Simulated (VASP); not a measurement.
Here is a VASP 6.6.1 calculation.

File INCAR:

```
PREC = Accurate
ENCUT = 500
EDIFF = 1E-6
ISMEAR = 0
SIGMA = 0.1
LREAL = F
LASPH = T
NELM = 120
ALGO = Normal
ISIF = 2
LWAVE = F
LCHARG = T
GGA = PS
IVDW = 13
LELF = T
LVHAR = T
NBANDS = 8
GGA_COMPAT = F
```

KPOINTS

```
Automatic mesh
0
Gamma
  18 18 18
```

File POSCAR:

```
Al
1.0
    0.0000000000      1.9917899193      1.9917899193
    1.9917899193      0.0000000000      1.9917899193
    1.9917899193      1.9917899193      0.0000000000
Al
1
Direct
    0.0000000000      0.0000000000      0.0000000000
```

Potentials or basis: VASP PAW PBE potentials, release 64 (Al).

Launch:

```bash
$ cat potpaw_PBE.64/Al/POTCAR > POTCAR
$ mpirun -np 1 vasp_std > vasp.out
```

Q: What does it give for the dispersion energy per atom?

A: -0.208 eV.

Q: Estimate the pressure.

A: 0.1 GPa.

Q: Predict the band gap on the k mesh.

A: Zero (an odd number of electrons rules out a gap without spin polarisation).

Caveat: the PAW data sets were made with another functional, which shifts forces and pressure a little.
